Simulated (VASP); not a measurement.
# Ni (I4/mmm) in VASP: single point with PBE

Aim: the single point of Ni with PBE.

Program: VASP 6.6.1. These are calculated values, not measurements. Logs are shortened: lines on timing, memory, paths and dates and some standing lists are left out, and cuts for length are marked.

### 1 The cell of the first run

The structure is tetragonal, space group I4/mmm (No. 139). The conventional cell has a = 2.714 Å, b = 2.714 Å, c = 2.878 Å, α = 90.00°, β = 90.00°, γ = 90.00°. Within 3.2 Å of Ni (site symmetry 4/mmm) lie 14 Ni at 2.40 to 2.88 Å.

### 2 Single point, PBE, collinear spin, ferromagnetic start (stretched by +4 % along [0.0, 0.0, 1.0] at fixed volume)

Input file INCAR:

```
PREC = Accurate
ENCUT = 690
EDIFF = 1E-6
ISMEAR = -1
SIGMA = 0.05
LREAL = F
LASPH = T
NELM = 200
ALGO = Normal
ISIF = 2
LWAVE = F
LCHARG = F
ISPIN = 2
MAGMOM = 1.5
LORBIT = 11
LMAXMIX = 4
GGA = PE
NBANDS = 19
GGA_COMPAT = F
```

Input file KPOINTS:

```
Automatic mesh
0
Gamma
  15 15 15
```

Input file POSCAR:

```
Ni
1.0
   -1.3568446506      1.3568446506      1.4390640888
    1.3568446506     -1.3568446506      1.4390640888
    1.3568446506      1.3568446506     -1.4390640888
Ni
1
Direct
    0.0000000000      0.0000000000      0.0000000000
```

Potentials or basis: VASP PAW PBE potentials, release 64 (Ni_sv_GW).

On the command line:

```bash
$ cat potpaw_PBE.64/Ni_sv_GW/POTCAR > POTCAR
$ mpirun -np 1 vasp_std > vasp.out
```

OUTCAR:

```text
PREC = Accurate
   ENCUT = 690
   EDIFF = 1E-6
   ISMEAR = -1
   LREAL = F
   LASPH = T
   NELM = 200
   ISIF = 2
   ISPIN = 2
   LORBIT = 11
   GGA = PE

 ion  position               nearest neighbor table
   1  0.000  0.000  0.000-

  LATTYP: Found a body centered tetragonal cell.
 ALAT       =     2.7136893012
 C/A-ratio  =     1.0605960588

  Lattice vectors:

 A1 = (  -1.3568446506,   1.3568446506,   1.4390640888)
 A2 = (   1.3568446506,  -1.3568446506,   1.4390640888)
 A3 = (   1.3568446506,   1.3568446506,  -1.4390640888)

Analysis of symmetry for initial positions (statically):
=====================================================================
 Subroutine PRICEL returns:
 Original cell was already a primitive cell.

 Routine SETGRP: Setting up the symmetry group for a
 body centered tetragonal supercell.

 Subroutine GETGRP returns: Found 16 space group operations
 (whereof 16 operations were pure point group operations)
 out of a pool of 16 trial point group operations.

The static configuration has the point symmetry D_4h.

Analysis of symmetry for dynamics (positions and initial velocities):
=====================================================================
 Subroutine PRICEL returns:
 Original cell was already a primitive cell.

 Routine SETGRP: Setting up the symmetry group for a
 body centered tetragonal supercell.

 Subroutine GETGRP returns: Found 16 space group operations
 (whereof 16 operations were pure point group operations)
 out of a pool of 16 trial point group operations.

The dynamic configuration has the point symmetry D_4h.

Analysis of structural, dynamic, and magnetic symmetry:
=====================================================================
 Subroutine PRICEL returns:
 Original cell was already a primitive cell.

 Routine SETGRP: Setting up the symmetry group for a
 body centered tetragonal supercell.

 Subroutine GETGRP returns: Found 16 space group operations
 (whereof 16 operations were pure point group operations)
 out of a pool of 16 trial point group operations.

The overall configuration has the point symmetry D_4h.

 Subroutine INISYM returns: Found 16 space group operations
 (whereof 16 operations are pure point group operations),
 and found     1 'primitive' translations

----------------------------------------------------------------------------------------

                                     Primitive cell

  volume of cell :      10.5974

  direct lattice vectors                    reciprocal lattice vectors
    -1.356844651  1.356844651  1.439064089     0.000000000  0.368502024  0.347448042
     1.356844651 -1.356844651  1.439064089     0.368502024  0.000000000  0.347448042
     1.356844651  1.356844651 -1.439064089     0.368502024  0.368502024  0.000000000

  length of vectors
     2.398532940  2.398532940  2.398532940     0.506471997  0.506471997  0.521140560

  position of ions in fractional coordinates (direct lattice)
     0.000000000  0.000000000  0.000000000

  ion indices of the primitive-cell ions
   primitive index   ion index
                 1           1

----------------------------------------------------------------------------------------

 KPOINTS: Automatic mesh

Automatic generation of k-mesh.
 Grid dimensions read from file:
 generate k-points for:   15   15   15

 Generating k-lattice:

  Cartesian coordinates                     Fractional coordinates (reciprocal lattice)
     0.000000000  0.024566802  0.023163203     0.066666667  0.000000000  0.000000000
     0.024566802  0.000000000  0.023163203     0.000000000  0.066666667  0.000000000
     0.024566802  0.024566802  0.000000000     0.000000000  0.000000000  0.066666667

  Length of vectors
     0.033764800  0.033764800  0.034742704

  Shift w.r.t. Gamma in fractional coordinates (k-lattice)
     0.000000000  0.000000000  0.000000000

 Subroutine IBZKPT returns following result:
 ===========================================

 Found    288 irreducible k-points:

 Following reciprocal coordinates:
            Coordinates               Weight
  0.000000  0.000000  0.000000      1.000000
  0.066667  0.000000 -0.000000      8.000000
  0.133333  0.000000 -0.000000      8.000000
  0.200000  0.000000 -0.000000      8.000000
  0.266667  0.000000 -0.000000      8.000000
  0.333333  0.000000 -0.000000      8.000000
[... 16 lines left out ...]
  0.133333  0.133333 -0.000000      8.000000
  0.200000  0.133333 -0.000000     16.000000
 [... further k-points ...]
   k-points           NKPTS =    288   k-points in BZ     NKDIM =    288   number of bands    NBANDS=     19
   number of dos      NEDOS =    301   number of ions     NIONS =      1
   total plane-waves  NPLWV =  13824
   dimension x,y,z NGX =    24 NGY =   24 NGZ =   24
   dimension x,y,z NGXF=    48 NGYF=   48 NGZF=   48
   ions per type =               1
   NGX,Y,Z   is equivalent  to a cutoff of  16.63, 16.63, 16.63 a.u.
   NGXF,Y,Z  is equivalent  to a cutoff of  33.27, 33.27, 33.27 a.u.
 SYSTEM =  unknown system
   PREC   = accura    normal or accurate (medium, high low for compatibility)
   ISTART =      0    job   : 0-new  1-cont  2-samecut
   ICHARG =      2    charge: 1-file 2-atom 10-const
   ISPIN  =      2    spin polarized calculation?
   LNONCOLLINEAR =      F non collinear calculations
   LSORBIT =      F    spin-orbit coupling
   LASPH  =      T    aspherical Exc in radial PAW
   ENCUT  =  690.0 eV  50.71 Ry    7.12 a.u.   5.14  5.14  5.14*2*pi/ulx,y,z
   NELM   =    200;   NELMIN=  2; NELMDL= -5     # of ELM steps
   EDIFF  = 0.1E-05   stopping-criterion for ELM
   LREAL  =      F    real-space projection
   EDIFFG = 0.1E-04   stopping-criterion for IOM
   NSW    =      0    number of steps for IOM
   IBRION =     -1    ionic relax: 0-MD 1-quasi-New 2-CG
   NFREE  =      0    steps in history (QN), initial steepest desc. (CG)
   ISIF   =      2    stress and relaxation
   ISYM   =      2    0-nonsym 1-usesym 2-fastsym
   POTIM  = 0.5000    time-step for ionic-motion
   TEBEG  =    0.0;   TEEND  =   0.0 temperature during run
   PSTRESS=    0.0 pullay stress
   NELECT =      18.0000    total number of electrons
   NUPDOWN=      -1.0000    fix difference up-down
   EMIN   =  10.00;   EMAX   =-10.00  energy-range for DOS
   EFERMI =   0.00;   METHOD = LEGACY
   ISMEAR =    -1;   SIGMA  =   0.05  broadening in eV -4-tet -1-fermi 0-gaus
   EFERMI_NEDOS =   21; number of points for ismear=-14 and -15
   IALGO  =     38    algorithm
   IMIX   =      4    mixing-type and parameters
     AMIX     =   0.40;   BMIX     =  1.00
     AMIX_MAG =   1.60;   BMIX_MAG =  1.00
  volume/ion in A,a.u.               =      10.60        71.51
  Fermi-wavevector in a.u.,A,eV,Ry     =   1.953285  3.691173 51.910593  3.815321
  Thomas-Fermi vector in A             =   2.980140
   LORBIT       =     11    0 simple, 1 ext, 2 COOP (PROOUT), +10 PAW based schemes
   GGA     = PE    functional components
   LHFCALC =     F    Hartree Fock is set to
   AEXX    =    0.0000 exact exchange contribution
   IVDW    =     0    specifies the selected vdW correction
   LEPSILON=     F    determine dielectric tensor
   LRPA    =     F    only Hartree local field effects (RPA)
 spin polarized calculation
  energy-cutoff  :      690.00
  volume of cell :       10.60
 maximum number of plane-waves:       450
 NGX is ok and might be reduce to    24
   NGX = 11   NGY = 11   NGZ = 11

 number of electron      17.9999996 magnetization       0.5589543

 Free energy of the ion-electron system (eV)
  ---------------------------------------------------
  ext. energy  EPLUGINS =         0.00000000
  ---------------------------------------------------
  free energy    TOTEN  =        -6.32488461 eV

  energy without entropy =       -6.30991480  energy(sigma->0) =       -6.31739971

 E-fermi :   8.0627     XC(G=0): -14.0400

 val. band max:        8.0623179401   @ k =  -0.1333  -0.3333   0.1333
 cond. band min:       8.0664069281   @ k =  -0.2000   0.2667   0.2000
 fundamental gap:      0.0040889881
 Fermi energy:         8.0627111465

 spin component 1

 k-point     1 :       0.0000    0.0000    0.0000
  band No.  band energies     occupation
      1     -95.4070      1.00000
      2     -55.6630      1.00000
      3     -55.6630      1.00000
      4     -55.6259      1.00000
      5      -1.1167      1.00000
      6       5.5878      1.00000
[... 11 lines left out ...]
     18      40.3907      0.00000
     19      41.9002      0.00000

 k-point     2 :       0.0667    0.0000   -0.0000
  band No.  band energies     occupation
      1     -95.4056      1.00000
      2     -55.6695      1.00000
      3     -55.6667      1.00000
      4     -55.6306      1.00000
      5      -0.9322      1.00000
      6       5.5871      1.00000
[... 476 lines left out ...]
 k-point    24 :       0.2000    0.1333   -0.0000
  band No.  band energies     occupation
      1     -95.3820      1.00000
      2     -55.7941      1.00000
      3     -55.7116      1.00000
      4     -55.6516      1.00000
      5       1.9295      1.00000
      6       5.1811      1.00000
[... 11 lines left out ...]
     18      46.2265      0.00000
     19      49.0776      0.00000

 [... further k-points ...]

 spin component 2

 k-point     1 :       0.0000    0.0000    0.0000
  band No.  band energies     occupation
      1     -94.6735      1.00000
      2     -54.9433      1.00000
      3     -54.9433      1.00000
      4     -54.9142      1.00000
      5      -1.1339      1.00000
      6       6.2867      1.00000
[... 11 lines left out ...]
     18      40.5891      0.00000
     19      42.0998      0.00000

 k-point     2 :       0.0667    0.0000   -0.0000
  band No.  band energies     occupation
      1     -94.6721      1.00000
      2     -54.9502      1.00000
      3     -54.9471      1.00000
      4     -54.9188      1.00000
      5      -0.9491      1.00000
      6       6.2833      1.00000
[... 476 lines left out ...]
 k-point    24 :       0.2000    0.1333   -0.0000
  band No.  band energies     occupation
      1     -94.6479      1.00000
      2     -55.0817      1.00000
      3     -54.9933      1.00000
      4     -54.9372      1.00000
      5       1.9550      1.00000
      6       5.7758      1.00000
[... 11 lines left out ...]
     18      46.3016      0.00000
     19      49.1515      0.00000

 [... further k-points ...]
[... 5 lines left out ...]
  --------------------------------------------------------------------------------------
  -------------------------------------------------------------------------------------
  Total        0.3097572      0.3097572      0.6518477      0.0000000     -0.0000000      0.0000000
  in kB       46.8307969     46.8307969     98.5499336      0.0000000     -0.0000000      0.0000000
  external PRESSURE =      64.0705092 kB  Pullay stress =       0.0000000 kB

 VOLUME and BASIS-vectors are now :
 -----------------------------------------------------------------------------
  energy-cutoff  :      690.00
  volume of cell :       10.60
      direct lattice vectors                 reciprocal lattice vectors
    -1.356844651  1.356844651  1.439064089     0.000000000  0.368502024  0.347448042
     1.356844651 -1.356844651  1.439064089     0.368502024  0.000000000  0.347448042
     1.356844651  1.356844651 -1.439064089     0.368502024  0.368502024  0.000000000

 POSITION                                       TOTAL-FORCE (eV/Angst)
 -----------------------------------------------------------------------------------
      0.00000      0.00000      0.00000         0.000000     -0.000000      0.000000
 -----------------------------------------------------------------------------------
    total drift:                               -0.000000      0.000000     -0.000000

  FREE ENERGIE OF THE ION-ELECTRON SYSTEM (eV)
  ---------------------------------------------------
  free  energy   TOTEN  =        -6.3248846140 eV

  energy  without entropy=       -6.3099148018  energy(sigma->0) =       -6.31739971

 total charge

# of ion       s       p       d       f       tot
--------------------------------------------------
    1        2.242   6.302   7.826   0.006  16.376

 magnetization (x)

# of ion       s       p       d       f       tot
--------------------------------------------------
    1       -0.001  -0.011   0.600  -0.000   0.588
```

Run time: 96 s. Hardware: 1 thread of Intel Xeon Platinum 8488C (Sapphire Rapids), shared host; peak memory 0.28 GiB.

What came out:

| Item | Value |
| --- | --- |
| Free energy | -6.3249 eV |
| Pressure | 6.4 GPa |
| Net moment | 0.56 μB per cell |
| Site moments | Ni +0.59 μB |
| Valence electrons inside the program's atomic spheres | Ni 16.38 |

Levels at points of the mesh, in eV from the Fermi level:
Spin up:
```
           k point  band 6  band 7  band 8  band 9  band 10  band 11  band 12  band 13
(0.00, 0.00, 0.00)   -2.47   -2.47   -2.17   -1.12    -0.75    25.62    26.86    26.86
```
Spin down:
| k point | band 6 | band 7 | band 8 | band 9 | band 10 | band 11 | band 12 | band 13 |
| --- | --- | --- | --- | --- | --- | --- | --- | --- |
| (0.00, 0.00, 0.00) | -1.78 | -1.78 | -1.52 | -0.58 | -0.29 | 25.51 | 26.76 | 26.76 |

Caveat: the stress differs along the axes, from 5 to 10 GPa.
